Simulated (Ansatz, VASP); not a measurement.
# One calculation of Sc, two programs

```xyz
1
Lattice="0.0000 2.3326 2.3326 2.3326 0.0000 2.3326 2.3326 2.3326 0.0000" Properties=species:S:1:pos:R:3 pbc="T T T"
Sc    0.0000    0.0000    0.0000
```

Change from the starting cell: volume scaled by 1.03, PAW files.

Alike in both runs: task electric field gradients; functional PBE; k mesh 13 × 13 × 13; occupations fermi-dirac, width 0.03 eV; no spin polarisation.

|  | VASP | Ansatz |
| --- | --- | --- |
| version | VASP 6.6.1 | Ansatz 0.2.0 |
| potentials or method | VASP PAW PBE potentials, release 64 (Sc_sv) | PAW with Ansatz's default frozen-core files, scalar-relativistic |
| plane-wave cutoff (eV) | 520 | 420 |
| valence electrons in the cell | 11 | 11 |

|  | VASP | Ansatz | Ansatz less VASP |
| --- | --- | --- | --- |
| pressure (GPa) | -1.4 | -1.4 | -0.02 |
